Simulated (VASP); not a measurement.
# CsLiCr2Te2S3 (C2/m) in VASP: a series of runs

CsLiCr2Te2S3 is run at these levels: PBE; tasks: atomic charges, electron localisation function.

All numbers are computed with VASP 6.6.1; they aren't measurements. Logs are shortened: lines on timing, memory, paths and dates and some standing lists are left out, and cuts for length are marked.

## Step 1: The cell of the first run

Symmetry: C2/m, No. 12, monoclinic system. Conventional cell: a = 14.579 Å, b = 4.209 Å, c = 7.709 Å, α = 90.00°, β = 109.04°, γ = 90.00°. Cs (site symmetry 2/m) has 6 S at 3.84 to 3.85 Å and 6 Te at 4.08 to 4.23 Å and 2 Cs at 4.21 Å and 4 Cr at 4.27 to 4.78 Å and 4 Li at 4.39 Å within 5.0 Å. Li (site symmetry 2/m) has 4 S at 2.10 to 2.75 Å within 2.8 Å. Within 3.2 Å of Cr (site symmetry m) lie 4 S at 2.33 to 2.46 Å and 2 Te at 2.84 Å and 2 Li at 3.18 Å. Te (site symmetry m) has 2 Cr at 2.84 Å and 1 Li at 3.10 Å and 5 S at 3.19 to 3.75 Å and 2 Te at 3.39 Å within 3.8 Å. Within 3.3 Å of S (site symmetry m) lie 3 Cr at 2.33 to 2.46 Å and 1 Li at 2.75 Å and 1 Te at 3.19 Å and 2 S at 3.27 Å. S (site symmetry 2/m) has 2 Li at 2.10 Å and 2 Cr at 2.38 Å within 2.8 Å.

## Step 2: Atomic charges, PBE, collinear spin, ferromagnetic start

The input, INCAR:

```
SYSTEM = CsLiCr2Te2S3
PREC     = Accurate       ! precision mode
ENCUT    = 520            ! plane-wave cutoff, eV
EDIFF    = 1E-6           ! SCF threshold, eV
ISMEAR   = -1             ! smearing method
SIGMA    = 0.05           ! smearing width, eV
LREAL    = .FALSE.        ! projectors in reciprocal space
LASPH    = .TRUE.         ! aspherical terms in the spheres
NELM     = 120            ! most SCF steps
ALGO     = Normal         ! electronic algorithm
ISIF     = 2              ! what is computed and relaxed
LWAVE    = .FALSE.        ! write WAVECAR
LCHARG   = .FALSE.        ! write CHGCAR
ISPIN    = 2              ! spin polarisation
MAGMOM   = 0 0 3 3 0 0 0 0 0 ! initial moments
LORBIT   = 11             ! projections on sites
LMAXMIX  = 4              ! l up to which the mixer works
GGA      = PE             ! functional
KPAR     = 4
```

The input, KPOINTS:

```
regular mesh
0
G
  7 7 4
  0 0 0
```

The input, POSCAR:

```
CsLiCr2Te2S3
1.0
    7.2895900000     -2.1043300000      0.0177200000
    7.2895900000      2.1043300000      0.0177200000
   -2.5331500000      0.0000000000      7.2810000000
Cs Li Cr Te S
1 1 2 2 3
Direct
    0.5000000000      0.5000000000      0.0000000000
    0.0000000000      0.0000000000      0.5000000000
    0.3287000000      0.3287000000      0.4330000000
    0.6713000000      0.6713000000      0.5670000000
    0.8067200000      0.8067200000      0.1742700000
    0.1932800000      0.1932800000      0.8257300000
    0.1635800000      0.1635800000      0.3971300000
    0.8364200000      0.8364200000      0.6028700000
    0.5000000000      0.5000000000      0.5000000000
```

Potentials or basis: VASP PAW PBE potentials, release 64 (Cs_sv, Li_sv, Cr_pv, Te, S).

On the command line:

```bash
$ cat potpaw_PBE.64/Cs_sv/POTCAR potpaw_PBE.64/Li_sv/POTCAR potpaw_PBE.64/Cr_pv/POTCAR potpaw_PBE.64/Te/POTCAR potpaw_PBE.64/S/POTCAR > POTCAR
$ mpirun -np 4 vasp_std > vasp.out
```

OUTCAR:

```text
SYSTEM = CsLiCr2Te2S3
   PREC = Accurate
   ENCUT = 520
   EDIFF = 1E-6
   ISMEAR = -1
   LREAL = .FALSE.
   LASPH = .TRUE.
   NELM = 120
   ISIF = 2
   ISPIN = 2
   LORBIT = 11
   GGA = PE

 ion  position               nearest neighbor table
   1  0.500  0.500  0.000-
   2  0.000  0.000  0.500-   9 2.10   9 2.10   5 3.10   6 3.10
   3  0.329  0.329  0.433-   7 2.33   9 2.38   8 2.46   8 2.46   5 2.84   5 2.84
   4  0.671  0.671  0.567-   8 2.33   9 2.38   7 2.46   7 2.46   6 2.84   6 2.84
   5  0.807  0.807  0.174-   3 2.84   3 2.84   2 3.10   8 3.19   6 3.39   6 3.39
   6  0.193  0.193  0.826-   4 2.84   4 2.84   2 3.10   7 3.19   5 3.39   5 3.39
   7  0.164  0.164  0.397-   3 2.33   4 2.46   4 2.46   6 3.19
   8  0.836  0.836  0.603-   4 2.33   3 2.46   3 2.46   5 3.19
   9  0.500  0.500  0.500-   2 2.10   2 2.10   3 2.38   4 2.38

  LATTYP: Found a base centered monoclinic cell.
 ALAT       =    14.5792230748
 B/A-ratio  =     0.2886751906
 C/A-ratio  =     0.5287711959
 COS(beta)  =    -0.3262964791

  Lattice vectors:

 A1 = (   7.2895900000,  -2.1043300000,   0.0177200000)
 A2 = (   7.2895900000,   2.1043300000,   0.0177200000)
 A3 = (  -2.5331500000,   0.0000000000,   7.2810000000)

Analysis of symmetry for initial positions (statically):
=====================================================================
 Subroutine PRICEL returns:
 Original cell was already a primitive cell.

 Routine SETGRP: Setting up the symmetry group for a
 base centered monoclinic supercell.

 Subroutine GETGRP returns: Found  4 space group operations
 (whereof  4 operations were pure point group operations)
 out of a pool of  4 trial point group operations.

The static configuration has the point symmetry C_2h.

Analysis of symmetry for dynamics (positions and initial velocities):
=====================================================================
 Subroutine PRICEL returns:
 Original cell was already a primitive cell.

 Routine SETGRP: Setting up the symmetry group for a
 base centered monoclinic supercell.

 Subroutine GETGRP returns: Found  4 space group operations
 (whereof  4 operations were pure point group operations)
 out of a pool of  4 trial point group operations.

The dynamic configuration has the point symmetry C_2h.

Analysis of structural, dynamic, and magnetic symmetry:
=====================================================================
 Subroutine PRICEL returns:
 Original cell was already a primitive cell.

 Routine SETGRP: Setting up the symmetry group for a
 base centered monoclinic supercell.

 Subroutine GETGRP returns: Found  4 space group operations
 (whereof  4 operations were pure point group operations)
 out of a pool of  4 trial point group operations.

The overall configuration has the point symmetry C_2h.

 Subroutine INISYM returns: Found  4 space group operations
 (whereof  4 operations are pure point group operations),
 and found     1 'primitive' translations

----------------------------------------------------------------------------------------

                                     Primitive cell

  volume of cell :     223.5657

  direct lattice vectors                    reciprocal lattice vectors
     7.289590000 -2.104330000  0.017720000     0.068533003 -0.237605319  0.023843480
     7.289590000  2.104330000  0.017720000     0.068533003  0.237605319  0.023843480
    -2.533150000  0.000000000  7.281000000    -0.000333582  0.000000000  0.137227714

  length of vectors
     7.587268357  7.587268357  7.709073221     0.248438265  0.248438265  0.137228120

  position of ions in fractional coordinates (direct lattice)
     0.500000000  0.500000000  1.000000000
     0.000000000  0.000000000  0.500000000
     0.328700000  0.328700000  0.433000000
     0.671300000  0.671300000  0.567000000
     0.806720000  0.806720000  0.174270000
     0.193280000  0.193280000  0.825730000
     0.163580000  0.163580000  0.397130000
     0.836420000  0.836420000  0.602870000
     0.500000000  0.500000000  0.500000000

[... 66 lines left out ...]
   number of dos      NEDOS =    301   number of ions     NIONS =      9
   total plane-waves  NPLWV = 188160
   dimension x,y,z NGX =    56 NGY =   56 NGZ =   60
   dimension x,y,z NGXF=   112 NGYF=  112 NGZF=  120
   ions per type =               1   1   2   2   3
   NGX,Y,Z   is equivalent  to a cutoff of  12.27, 12.27, 12.94 a.u.
   NGXF,Y,Z  is equivalent  to a cutoff of  24.54, 24.54, 25.88 a.u.
 SYSTEM =  CsLiCr2Te2S3
   PREC   = accura    normal or accurate (medium, high low for compatibility)
   ISTART =      0    job   : 0-new  1-cont  2-samecut
   ICHARG =      2    charge: 1-file 2-atom 10-const
   ISPIN  =      2    spin polarized calculation?
   LNONCOLLINEAR =      F non collinear calculations
   LSORBIT =      F    spin-orbit coupling
   LASPH  =      T    aspherical Exc in radial PAW
   ENCUT  =  520.0 eV  38.22 Ry    6.18 a.u.  14.11 14.11 14.33*2*pi/ulx,y,z
   NELM   =    120;   NELMIN=  2; NELMDL= -5     # of ELM steps
   EDIFF  = 0.1E-05   stopping-criterion for ELM
   LREAL  =      F    real-space projection
   EDIFFG = 0.1E-04   stopping-criterion for IOM
   NSW    =      0    number of steps for IOM
   IBRION =     -1    ionic relax: 0-MD 1-quasi-New 2-CG
   NFREE  =      0    steps in history (QN), initial steepest desc. (CG)
   ISIF   =      2    stress and relaxation
   ISYM   =      2    0-nonsym 1-usesym 2-fastsym
   POTIM  = 0.5000    time-step for ionic-motion
   TEBEG  =    0.0;   TEEND  =   0.0 temperature during run
   PSTRESS=    0.0 pullay stress
   NELECT =      66.0000    total number of electrons
   NUPDOWN=      -1.0000    fix difference up-down
   EMIN   =  10.00;   EMAX   =-10.00  energy-range for DOS
   EFERMI =   0.00;   METHOD = LEGACY
   ISMEAR =    -1;   SIGMA  =   0.05  broadening in eV -4-tet -1-fermi 0-gaus
   EFERMI_NEDOS =   21; number of points for ismear=-14 and -15
   IALGO  =     38    algorithm
   IMIX   =      4    mixing-type and parameters
     AMIX     =   0.40;   BMIX     =  1.00
     AMIX_MAG =   1.60;   BMIX_MAG =  1.00
  volume/ion in A,a.u.               =      24.84       167.63
  Fermi-wavevector in a.u.,A,eV,Ry     =   1.090070  2.059934 16.167162  1.188253
  Thomas-Fermi vector in A             =   2.226287
   LORBIT       =     11    0 simple, 1 ext, 2 COOP (PROOUT), +10 PAW based schemes
   GGA     = PE    functional components
   LHFCALC =     F    Hartree Fock is set to
   AEXX    =    0.0000 exact exchange contribution
   IVDW    =     0    specifies the selected vdW correction
   LEPSILON=     F    determine dielectric tensor
   LRPA    =     F    only Hartree local field effects (RPA)
 spin polarized calculation
  energy-cutoff  :      520.00
  volume of cell :      223.57
 maximum number of plane-waves:      6047
   NGX = 29   NGY = 29   NGZ = 29

 number of electron      65.9999991 magnetization       5.2379713

 Free energy of the ion-electron system (eV)
  ---------------------------------------------------
  ext. energy  EPLUGINS =         0.00000000
  ---------------------------------------------------
  free energy    TOTEN  =       -45.78725325 eV

  energy without entropy =      -45.75162741  energy(sigma->0) =      -45.76944033

 E-fermi :   4.1594     XC(G=0):  -9.1778

 val. band max:        4.1569686668   @ k =   0.4286   0.0000   0.0000
 cond. band min:       4.1607494541   @ k =   0.4286   0.2857   0.5000
 fundamental gap:      0.0037807873
 Fermi energy:         4.1594213996

 spin component 1

 k-point     1 :       0.0000    0.0000    0.0000
  band No.  band energies     occupation
      1     -40.8993      1.00000
      2     -39.9403      1.00000
      3     -39.9357      1.00000
      4     -39.8994      1.00000
      5     -39.8941      1.00000
      6     -39.8814      1.00000
[... 1069 lines left out ...]
     41       6.4848      0.00000
     42       7.7558      0.00000

 [... further k-points ...]

 spin component 2

 k-point     1 :       0.0000    0.0000    0.0000
  band No.  band energies     occupation
      1     -40.8927      1.00000
      2     -37.1191      1.00000
      3     -37.1111      1.00000
      4     -37.0814      1.00000
      5     -37.0751      1.00000
      6     -36.9140      1.00000
[... 1069 lines left out ...]
     41       7.5597      0.00000
     42       7.9130      0.00000

 [... further k-points ...]

------------------------ aborting loop because EDIFF is reached ----------------------------------------

  FORCE on cell =-STRESS in cart. coord.  units (eV):
  Direction    XX          YY          ZZ          XY          YZ          ZX
  --------------------------------------------------------------------------------------
  -------------------------------------------------------------------------------------
  Total       -0.0613215      0.1016744      0.0187847      0.0000000      0.0000000     -0.0055599
  in kB       -0.4394585      0.7286468      0.1346197      0.0000000      0.0000000     -0.0398448
  external PRESSURE =       0.1412694 kB  Pullay stress =       0.0000000 kB

 VOLUME and BASIS-vectors are now :
 -----------------------------------------------------------------------------
  energy-cutoff  :      520.00
  volume of cell :      223.57
      direct lattice vectors                 reciprocal lattice vectors
     7.289590000 -2.104330000  0.017720000     0.068533003 -0.237605319  0.023843480
     7.289590000  2.104330000  0.017720000     0.068533003  0.237605319  0.023843480
    -2.533150000  0.000000000  7.281000000    -0.000333582  0.000000000  0.137227714

 POSITION                                       TOTAL-FORCE (eV/Angst)
 -----------------------------------------------------------------------------------
      7.28959      0.00000      0.01772         0.000000      0.000000      0.000000
     -1.26658      0.00000      3.64050         0.000000     -0.000000      0.000000
      3.69532      0.00000      3.16432        -0.016585     -0.000000     -0.024002
      8.35071      0.00000      4.15212         0.016585     -0.000000      0.024002
     11.31986      0.00000      1.29745         0.006368     -0.000000      0.024056
      0.72617      0.00000      6.01899        -0.006368     -0.000000     -0.024056
      1.37887      0.00000      2.89730         0.005218     -0.000000     -0.008289
     10.66716      0.00000      4.41914        -0.005218     -0.000000      0.008289
      6.02301      0.00000      3.65822         0.000000     -0.000000      0.000000
 -----------------------------------------------------------------------------------
    total drift:                                0.000000      0.000000     -0.000000

  FREE ENERGIE OF THE ION-ELECTRON SYSTEM (eV)
  ---------------------------------------------------
  free  energy   TOTEN  =       -45.7872532480 eV

  energy  without entropy=      -45.7516274075  energy(sigma->0) =      -45.76944033

 total charge

# of ion       s       p       d       tot
------------------------------------------
    1        1.833   4.700   0.030   6.564
    2        2.037   0.081   0.000   2.118
    3        0.269   6.238   4.078  10.585
    4        0.269   6.238   4.078  10.585
    5        1.390   1.920   0.026   3.335
    6        1.390   1.920   0.026   3.335
    7        1.342   2.361   0.000   3.703
    8        1.342   2.361   0.000   3.703
    9        1.327   2.488   0.000   3.816
--------------------------------------------------
tot         11.201  28.306   8.238  47.745

 magnetization (x)

# of ion       s       p       d       tot
------------------------------------------
    1        0.000  -0.001   0.000   0.000
    2        0.001   0.002   0.000   0.003
    3        0.039   0.028   2.774   2.841
    4        0.039   0.028   2.774   2.841
    5       -0.002  -0.140   0.002  -0.139
    6       -0.002  -0.140   0.002  -0.139
    7       -0.006  -0.147   0.000  -0.152
    8       -0.006  -0.147   0.000  -0.152
    9       -0.003  -0.042   0.000  -0.045
--------------------------------------------------
tot          0.062  -0.557   5.553   5.058
```

Run time: 9.2 min. Hardware: 4 MPI ranks of Intel Xeon Platinum 8488C (Sapphire Rapids), shared host; peak memory 1.2 GiB.

What came out:

```
Free energy                                           : -45.7873 eV
Largest force                                         : 0.029 eV/Å
Net moment                                            : 5.24 μB per cell
Site moments                                          : Cs +0.00; Li +0.00; Cr +2.84; Te -0.14; S -0.15, -0.04 (each value once) μB
Valence electrons inside the program's atomic spheres : Cs 6.56; Li 2.12; Cr 10.59; Te 3.33; S 3.70, 3.82 (each value once)
```

Forces in eV/Å, atoms in the order of the input:
```
Cs   0.000  0.000  0.000
Li   0.000  0.000  0.000
Cr  -0.017  0.000 -0.024
Cr   0.017  0.000  0.024
Te   0.006  0.000  0.024
Te  -0.006  0.000 -0.024
S    0.005  0.000 -0.008
S   -0.005  0.000  0.008
S    0.000  0.000  0.000
```

Caveat: the cutoff is under 1.25 times the usual one of these potentials, so pressure, stress and relaxed cells hold a basis-set (Pulay) error; spin-orbit coupling is left out, which moves the levels of the heavy elements; only a ferromagnetic start was run, and an antiferromagnetic order may lie lower in energy.

[end of part 1 of 2]
